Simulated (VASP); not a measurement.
NaF: single point with HSE06

The system is NaF.

```
Na F
1.0
     0.00000    2.27264    2.27264
     2.27264    0.00000    2.27264
     2.27264    2.27264    0.00000
Na F
1 1
Direct
  0.00000 0.00000 0.00000
  0.50000 0.50000 0.50000
```

```yaml
Program: VASP 6.6.1
Task: single point
Functional: HSE06
Potentials_or_basis: VASP PAW PBE potentials, release 64 (Na_pv, F)
Cutoff: 520 eV
k_mesh: 6 × 6 × 6
Occupations: fermi-dirac, width 0.05 eV
Spin: no spin polarisation
```

- Pressure: 3.6 GPa
- Band gap on the k mesh: 8.80 eV

Levels at points of the mesh, in eV from the valence-band top:
```tsv
k point	band 4	band 5	band 6	band 7	band 8	band 9	band 10	band 11
(0.00, 0.00, 0.00)	-20.19	0.00	0.00	0.00	8.80	21.81	21.81	21.81
(0.50, 0.00, 0.00)	-19.46	-1.76	-0.30	-0.30	13.39	15.38	23.23	23.23
(0.50, 0.50, 0.00)	-20.25	-1.42	-0.46	-0.46	15.71	16.04	16.60	23.19
```

Wall time 8.5 min on 1 thread of Intel(R) Xeon(R) Platinum 8488C (Sapphire Rapids), on a shared host, peak memory 0.23 GiB.

Caveat: the cell stands under pressure; the PAW data sets were made with another functional, which shifts forces and pressure a little.
